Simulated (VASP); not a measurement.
Input of a VASP 6.6.1 run:

File INCAR:

```
SYSTEM = Re
PREC     = Accurate       ! precision mode
ENCUT    = 520            ! plane-wave cutoff, eV
EDIFF    = 1E-7           ! SCF threshold, eV
ISMEAR   = -1             ! smearing method
SIGMA    = 0.15           ! smearing width, eV
LREAL    = .FALSE.        ! projectors in reciprocal space
LASPH    = .TRUE.         ! aspherical terms in the spheres
NELM     = 100            ! most SCF steps
ALGO     = Normal         ! electronic algorithm
ISIF     = 2              ! what is computed and relaxed
LWAVE    = .FALSE.        ! write WAVECAR
LCHARG   = .FALSE.        ! write CHGCAR
GGA      = PE             ! functional
NBANDS   = 10             ! bands
```

KPOINTS

```
regular mesh
0
G
  4 4 4
  0 0 0
```

POSCAR

```
Re
1.0
    0.0000000000      1.9574000000      1.9574000000
    1.9574000000      0.0000000000      1.9574000000
    1.9574000000      1.9574000000      0.0000000000
Re
1
Direct
    0.0000000000      0.0000000000      0.0000000000
```

Potentials or basis: VASP PAW PBE potentials, release 64 (Re).

Launch:

```bash
$ cat potpaw_PBE.64/Re/POTCAR > POTCAR
$ mpirun -np 1 vasp_std > vasp.out
```

Predict the pressure.

2.8 GPa.

Caveat: the k points lie up to 0.69 Å⁻¹ apart.
